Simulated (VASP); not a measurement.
Pt: single point with PBEsol

Crystal: Pt.

```
Pt
1.0
    -1.54313    1.54313    1.54313
     1.54313   -1.54313    1.54313
     1.54313    1.54313   -1.54313
Pt
1
Direct
  0.00000 0.00000 0.00000
```

```yaml
Program: VASP 6.6.1
Task: single point
Functional: PBEsol
Potentials_or_basis: VASP PAW PBE potentials, release 64 (Pt)
Cutoff: 520 eV
k_mesh: 12 × 12 × 12
Occupations: fermi-dirac, width 0.05 eV
Spin: no spin polarisation
```

| Property | Result |
| --- | --- |
| Pressure | 9.7 GPa |
| Band gap on the k mesh | zero (band 5 reaches 12.54 eV, above the bottom of band 6 at 10.08 eV) |

Levels at points of the mesh, in eV from the Fermi level:
| k point | band 2 | band 3 | band 4 | band 5 | band 6 | band 7 | band 8 | band 9 |
| --- | --- | --- | --- | --- | --- | --- | --- | --- |
| (0.00, 0.00, 0.00) | -3.81 | -3.81 | -3.81 | -1.02 | -1.02 | 17.13 | 17.13 | 17.13 |
| (0.50, 0.00, 0.00) | -5.41 | -1.21 | -0.63 | 0.06 | 1.31 | 7.00 | 13.31 | 16.51 |
| (0.50, 0.50, 0.50) | -6.74 | 0.71 | 0.71 | 0.71 | 7.86 | 7.86 | 7.86 | 13.89 |

Run time: 4 s on 1 thread of Intel(R) Xeon(R) 6975P-C (Granite Rapids) (shared host), peak memory 0.13 GiB.

Caveat: the PAW data sets were made with another functional, which shifts forces and pressure a little; spin-orbit coupling is left out, which moves the levels of the heavy elements.
